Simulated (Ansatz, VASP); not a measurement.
## One calculation of LuH2, two programs

```
CELL_PARAMETERS angstrom
0.00000 2.45455 2.45455
2.45455 0.00000 2.45455
2.45455 2.45455 0.00000
ATOMIC_POSITIONS crystal
Lu 0.00000 0.00000 0.00000
H 0.25000 0.25000 0.25000
H 0.75000 0.75000 0.75000
```

Alike in both runs: functional LDA; k mesh 7 × 7 × 7; occupations fermi-dirac, width 0.1 eV; no spin polarisation.

Ansatz relaxed the structure, and its values are those at the end. VASP's run is a single point on that final structure, the one shown.

```csv
,VASP,Ansatz
version,VASP 6.6.1,Ansatz 0.2.0
potentials or method,"VASP PAW PBE potentials, release 64 (Lu, H)","plane waves, PAW"
plane-wave cutoff (eV),520,420
valence electrons in the cell,27,27
```

|  | VASP | Ansatz | Ansatz less VASP |
| --- | --- | --- | --- |
| pressure (GPa) | 0.6 | 0.0 | -0.63 |

VASP's potentials were made for PBE, not for LDA. LDA's correlation is that of Perdew and Zunger in VASP and of Perdew and Wang (1992) in Ansatz.

Spin-orbit coupling is off throughout.
